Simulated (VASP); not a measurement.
# Ge (Fm-3m) in VASP: a series of runs

The runs below take Ge through single point, relaxation of cell and atoms, with PBE.

Everything below comes from runs of VASP 6.6.1. Logs are shortened: lines on timing, memory, paths and dates and some standing lists are left out, and cuts for length are marked.

### Step 1. The cell of the first run

Symmetry: Fm-3m, No. 225, cubic system. Conventional cell: a = 4.442 Å, b = 4.442 Å, c = 4.442 Å, α = 90.00°, β = 90.00°, γ = 90.00°. Ge (site symmetry m-3m) has 12 Ge at 3.14 Å within 4.1 Å.

### Step 2. Single point, PBE (volume scaled by 1.12)

File INCAR:

```
PREC = Accurate
ENCUT = 520
EDIFF = 1E-6
ISMEAR = -1
SIGMA = 0.1
LREAL = False
LASPH = True
NELM = 60
ALGO = Normal
ISIF = 2
LWAVE = False
LCHARG = False
GGA = PE
NBANDS = 13
```

File KPOINTS:

```
regular mesh
0
Gamma
  14 14 14
```

File POSCAR:

```
Ge
1.0
    0.0000000000      2.2208415049      2.2208415049
    2.2208415049      0.0000000000      2.2208415049
    2.2208415049      2.2208415049      0.0000000000
Ge
1
Direct
    0.0000000000      0.0000000000      0.0000000000
```

Potentials or basis: VASP PAW PBE potentials, release 64 (Ge_d).

On the command line:

```bash
> cat potpaw_PBE.64/Ge_d/POTCAR > POTCAR
> mpirun -np 1 vasp_std > vasp.out
```

OUTCAR:

```text
PREC = Accurate
   ENCUT = 520
   EDIFF = 1E-6
   ISMEAR = -1
   LREAL = False
   LASPH = True
   NELM = 60
   ISIF = 2
   GGA = PE

 ion  position               nearest neighbor table
   1  0.000  0.000  0.000-

  LATTYP: Found a face centered cubic cell.
 ALAT       =     4.4416830098

  Lattice vectors:

 A1 = (   0.0000000000,   2.2208415049,   2.2208415049)
 A2 = (   2.2208415049,   0.0000000000,   2.2208415049)
 A3 = (   2.2208415049,   2.2208415049,   0.0000000000)

Analysis of symmetry for initial positions (statically):
=====================================================================
 Subroutine PRICEL returns:
 Original cell was already a primitive cell.

 Routine SETGRP: Setting up the symmetry group for a
 face centered cubic supercell.

 Subroutine GETGRP returns: Found 48 space group operations
 (whereof 48 operations were pure point group operations)
 out of a pool of 48 trial point group operations.

The static configuration has the point symmetry O_h .

Analysis of symmetry for dynamics (positions and initial velocities):
=====================================================================
 Subroutine PRICEL returns:
 Original cell was already a primitive cell.

 Routine SETGRP: Setting up the symmetry group for a
 face centered cubic supercell.

 Subroutine GETGRP returns: Found 48 space group operations
 (whereof 48 operations were pure point group operations)
 out of a pool of 48 trial point group operations.

The dynamic configuration has the point symmetry O_h .

 Subroutine INISYM returns: Found 48 space group operations
 (whereof 48 operations are pure point group operations),
 and found     1 'primitive' translations

----------------------------------------------------------------------------------------

                                     Primitive cell

  volume of cell :      21.9070

  direct lattice vectors                    reciprocal lattice vectors
     0.000000000  2.220841505  2.220841505    -0.225139885  0.225139885  0.225139885
     2.220841505  0.000000000  2.220841505     0.225139885 -0.225139885  0.225139885
     2.220841505  2.220841505  0.000000000     0.225139885  0.225139885 -0.225139885

  length of vectors
     3.140744176  3.140744176  3.140744176     0.389953719  0.389953719  0.389953719

  position of ions in fractional coordinates (direct lattice)
     0.000000000  0.000000000  0.000000000

  ion indices of the primitive-cell ions
   primitive index   ion index
                 1           1

----------------------------------------------------------------------------------------

 KPOINTS: regular mesh

Automatic generation of k-mesh.
 Grid dimensions read from file:
 generate k-points for:   14   14   14

 Generating k-lattice:

  Cartesian coordinates                     Fractional coordinates (reciprocal lattice)
    -0.016081420  0.016081420  0.016081420     0.071428571  0.000000000  0.000000000
     0.016081420 -0.016081420  0.016081420     0.000000000  0.071428571  0.000000000
     0.016081420  0.016081420 -0.016081420     0.000000000  0.000000000  0.071428571

  Length of vectors
     0.027853837  0.027853837  0.027853837

  Shift w.r.t. Gamma in fractional coordinates (k-lattice)
     0.000000000  0.000000000  0.000000000

 Subroutine IBZKPT returns following result:
 ===========================================

 Found    104 irreducible k-points:

 Following reciprocal coordinates:
            Coordinates               Weight
  0.000000  0.000000  0.000000      1.000000
  0.071429  0.000000  0.000000      8.000000
  0.142857  0.000000  0.000000      8.000000
  0.214286  0.000000  0.000000      8.000000
  0.285714  0.000000  0.000000      8.000000
  0.357143  0.000000  0.000000      8.000000
[... 16 lines left out ...]
  0.214286  0.142857  0.000000     24.000000
  0.285714  0.142857  0.000000     24.000000
 [... further k-points ...]
   k-points           NKPTS =    104   k-points in BZ     NKDIM =    104   number of bands    NBANDS=     13
   number of dos      NEDOS =    301   number of ions     NIONS =      1
   total plane-waves  NPLWV =  13824
   dimension x,y,z NGX =    24 NGY =   24 NGZ =   24
   dimension x,y,z NGXF=    48 NGYF=   48 NGZF=   48
   ions per type =               1
   NGX,Y,Z   is equivalent  to a cutoff of  12.70, 12.70, 12.70 a.u.
   NGXF,Y,Z  is equivalent  to a cutoff of  25.41, 25.41, 25.41 a.u.
 SYSTEM =  unknown system
   PREC   = accura    normal or accurate (medium, high low for compatibility)
   ISTART =      0    job   : 0-new  1-cont  2-samecut
   ICHARG =      2    charge: 1-file 2-atom 10-const
   ISPIN  =      1    spin polarized calculation?
   LNONCOLLINEAR =      F non collinear calculations
   LSORBIT =      F    spin-orbit coupling
   LASPH  =      T    aspherical Exc in radial PAW
   ENCUT  =  520.0 eV  38.22 Ry    6.18 a.u.   5.84  5.84  5.84*2*pi/ulx,y,z
   NELM   =     60;   NELMIN=  2; NELMDL= -5     # of ELM steps
   EDIFF  = 0.1E-05   stopping-criterion for ELM
   LREAL  =      F    real-space projection
   EDIFFG = 0.1E-04   stopping-criterion for IOM
   NSW    =      0    number of steps for IOM
   IBRION =     -1    ionic relax: 0-MD 1-quasi-New 2-CG
   NFREE  =      0    steps in history (QN), initial steepest desc. (CG)
   ISIF   =      2    stress and relaxation
   ISYM   =      2    0-nonsym 1-usesym 2-fastsym
   POTIM  = 0.5000    time-step for ionic-motion
   TEBEG  =    0.0;   TEEND  =   0.0 temperature during run
   PSTRESS=    0.0 pullay stress
   NELECT =      14.0000    total number of electrons
   NUPDOWN=      -1.0000    fix difference up-down
   EMIN   =  10.00;   EMAX   =-10.00  energy-range for DOS
   EFERMI =   0.00;   METHOD = LEGACY
   ISMEAR =    -1;   SIGMA  =   0.10  broadening in eV -4-tet -1-fermi 0-gaus
   EFERMI_NEDOS =   21; number of points for ismear=-14 and -15
   IALGO  =     38    algorithm
   IMIX   =      4    mixing-type and parameters
     AMIX     =   0.40;   BMIX     =  1.00
     AMIX_MAG =   1.60;   BMIX_MAG =  1.00
  volume/ion in A,a.u.               =      21.91       147.84
  Fermi-wavevector in a.u.,A,eV,Ry     =   1.410122  2.664744 27.054414  1.988443
  Thomas-Fermi vector in A             =   2.532108
   LORBIT       =      0    0 simple, 1 ext, 2 COOP (PROOUT), +10 PAW based schemes
   GGA     = PE    functional components
   LHFCALC =     F    Hartree Fock is set to
   AEXX    =    0.0000 exact exchange contribution
   IVDW    =     0    specifies the selected vdW correction
   LEPSILON=     F    determine dielectric tensor
   LRPA    =     F    only Hartree local field effects (RPA)
 non-spin polarized calculation
  energy-cutoff  :      520.00
  volume of cell :       21.91
 maximum number of plane-waves:       609
   NGX = 11   NGY = 11   NGZ = 11

 number of electron      14.0000000 magnetization

 Free energy of the ion-electron system (eV)
  ---------------------------------------------------
  ext. energy  EPLUGINS =         0.00000000
  ---------------------------------------------------
  free energy    TOTEN  =        -4.15087650 eV

  energy without entropy =       -4.13373987  energy(sigma->0) =       -4.14230818

 E-fermi :   5.3706     XC(G=0): -10.5677

 val. band max:        5.3546544331   @ k =  -0.2857   0.5000   0.2143
 cond. band min:       5.4078223644   @ k =   0.3571   0.1429   0.0714
 fundamental gap:      0.0531679313
 Fermi energy:         5.3706254608

 k-point     1 :       0.0000    0.0000    0.0000
  band No.  band energies     occupation
      1     -19.4114      2.00000
      2     -19.4114      2.00000
      3     -19.4114      2.00000
      4     -19.3811      2.00000
      5     -19.3811      2.00000
      6      -6.7160      2.00000
      7      12.9173      0.00000
      8      12.9173      0.00000
      9      12.9173      0.00000
     10      18.4304      0.00000
     11      18.4304      0.00000
     12      18.4304      0.00000
     13      19.7410      0.00000

 k-point     2 :       0.0714    0.0000    0.0000
  band No.  band energies     occupation
      1     -19.4112      2.00000
      2     -19.4097      2.00000
      3     -19.4096      2.00000
      4     -19.3812      2.00000
      5     -19.3812      2.00000
      6      -6.6036      2.00000
      7      11.8901      0.00000
      8      12.7709      0.00000
      9      12.7709      0.00000
     10      17.7192      0.00000
     11      18.7045      0.00000
     12      18.7045      0.00000
     13      20.3537      0.00000

 k-point     3 :       0.1429    0.0000    0.0000
  band No.  band energies     occupation
      1     -19.4107      2.00000
      2     -19.4058      2.00000
      3     -19.4058      2.00000
      4     -19.3804      2.00000
      5     -19.3804      2.00000
      6      -6.2671      2.00000
      7       9.7585      0.00000
      8      12.4225      0.00000
      9      12.4225      0.00000
     10      17.0284      0.00000
     11      19.2782      0.00000
     12      19.2782      0.00000
     13      21.3021      0.00000

 k-point     4 :       0.2143    0.0000    0.0000
  band No.  band energies     occupation
      1     -19.4102      2.00000
      2     -19.4034      2.00000
      3     -19.4034      2.00000
      4     -19.3762      2.00000
      5     -19.3762      2.00000
      6      -5.7097      2.00000
      7       7.4238      0.00000
      8      12.0244      0.00000
      9      12.0244      0.00000
     10      16.5440      0.00000
     11      19.2614      0.00000
     12      19.2614      0.00000
     13      21.2330      0.00000

 k-point     5 :       0.2857    0.0000    0.0000
  band No.  band energies     occupation
      1     -19.4099      2.00000
      2     -19.4040      2.00000
      3     -19.4040      2.00000
      4     -19.3682      2.00000
      5     -19.3682      2.00000
      6      -4.9403      2.00000
      7       5.1770      1.74791
      8      11.6735      0.00000
      9      11.6735      0.00000
     10      16.2392      0.00000
     11      18.5521      0.00000
     12      18.5521      0.00000
     13      20.2481      0.00000

 k-point     6 :       0.3571    0.0000    0.0000
  band No.  band energies     occupation
      1     -19.4097      2.00000
      2     -19.4061      2.00000
      3     -19.4061      2.00000
      4     -19.3594      2.00000
      5     -19.3594      2.00000
      6      -3.9861      2.00000
      7       3.1353      2.00000
      8      11.4126      0.00000
      9      11.4126      0.00000
     10      16.0880      0.00000
     11      17.8699      0.00000
     12      17.8699      0.00000
     13      19.3893      0.00000

 k-point     7 :       0.4286    0.0000    0.0000
  band No.  band energies     occupation
      1     -19.4097      2.00000
      2     -19.4079      2.00000
      3     -19.4079      2.00000
      4     -19.3529      2.00000
      5     -19.3529      2.00000
      6      -2.9503      2.00000
      7       1.4373      2.00000
      8      11.2551      0.00000
      9      11.2552      0.00000
     10      16.0445      0.00000
     11      17.4255      0.00000
     12      17.4255      0.00000
     13      18.8131      0.00000
[... 193 lines left out ...]
 k-point    20 :      -0.1429    0.0714    0.0000
  band No.  band energies     occupation
      1     -19.4113      2.00000
      2     -19.4034      2.00000
      3     -19.4026      2.00000
      4     -19.3833      2.00000
      5     -19.3757      2.00000
      6      -6.0061      2.00000
      7       9.0040      0.00000
      8      10.9475      0.00000
      9      12.7626      0.00000
     10      17.2780      0.00000
     11      19.0750      0.00000
     12      19.4994      0.00000
     13      20.5559      0.00000

 k-point    21 :      -0.0714    0.0714    0.0000
  band No.  band energies     occupation
      1     -19.4116      2.00000
      2     -19.4076      2.00000
      3     -19.4059      2.00000
      4     -19.3828      2.00000
      5     -19.3793      2.00000
      6      -6.4165      2.00000
      7      11.0043      0.00000
      8      11.6919      0.00000
      9      12.9312      0.00000
     10      17.4581      0.00000
     11      18.7141      0.00000
     12      19.1862      0.00000
     13      20.9239      0.00000

 k-point    22 :       0.1429    0.1429    0.0000
  band No.  band energies     occupation
      1     -19.4177      2.00000
      2     -19.3987      2.00000
      3     -19.3987      2.00000
      4     -19.3878      2.00000
      5     -19.3759      2.00000
      6      -6.1172      2.00000
      7      10.9365      0.00000
      8      11.1831      0.00000
      9      11.1831      0.00000
     10      15.4872      0.00000
     11      18.2052      0.00000
     12      21.0110      0.00000
     13      21.0110      0.00000

 k-point    23 :       0.2143    0.1429    0.0000
  band No.  band energies     occupation
      1     -19.4195      2.00000
      2     -19.3952      2.00000
      3     -19.3935      2.00000
      4     -19.3882      2.00000
      5     -19.3722      2.00000
      6      -5.7074      2.00000
      7       9.0743      0.00000
      8      10.6324      0.00000
      9      11.0519      0.00000
     10      15.2995      0.00000
     11      17.0620      0.00000
     12      21.1968      0.00000
     13      21.7934      0.00000

 k-point    24 :       0.2857    0.1429    0.0000
  band No.  band energies     occupation
      1     -19.4189      2.00000
      2     -19.3978      2.00000
      3     -19.3919      2.00000
      4     -19.3816      2.00000
      5     -19.3652      2.00000
      6      -5.0798      2.00000
      7       6.8971      0.00000
      8      10.2326      0.00000
      9      10.5472      0.00000
     10      15.2330      0.00000
     11      17.0858      0.00000
     12      20.9525      0.00000
     13      21.5293      0.00000

 [... further k-points ...]
[... 5 lines left out ...]
  --------------------------------------------------------------------------------------
  -------------------------------------------------------------------------------------
  Total       -0.7479959     -0.7479959     -0.7479959     -0.0000000     -0.0000000      0.0000000
  in kB      -54.7050128    -54.7050128    -54.7050128     -0.0000000     -0.0000000      0.0000000
  external PRESSURE =     -54.7050128 kB  Pullay stress =       0.0000000 kB

 VOLUME and BASIS-vectors are now :
 -----------------------------------------------------------------------------
  energy-cutoff  :      520.00
  volume of cell :       21.91
      direct lattice vectors                 reciprocal lattice vectors
     0.000000000  2.220841505  2.220841505    -0.225139885  0.225139885  0.225139885
     2.220841505  0.000000000  2.220841505     0.225139885 -0.225139885  0.225139885
     2.220841505  2.220841505  0.000000000     0.225139885  0.225139885 -0.225139885

 POSITION                                       TOTAL-FORCE (eV/Angst)
 -----------------------------------------------------------------------------------
      0.00000      0.00000      0.00000        -0.000000     -0.000000      0.000000
 -----------------------------------------------------------------------------------
    total drift:                               -0.000000      0.000000     -0.000000

  FREE ENERGIE OF THE ION-ELECTRON SYSTEM (eV)
  ---------------------------------------------------
  free  energy   TOTEN  =        -4.1508765018 eV

  energy  without entropy=       -4.1337398659  energy(sigma->0) =       -4.14230818
```

It took 28 s on 1 thread of Intel Xeon 8259CL, shared host; peak memory 0.15 GiB.

Results:

```yaml
Free_energy: -4.1509 eV
Pressure: -5.5 GPa
Band_gap_on_the_k_mesh: zero (band 7 reaches 12.92 eV, above the bottom of band 8 at 3.38 eV)
```

[end of part 1 of 2]
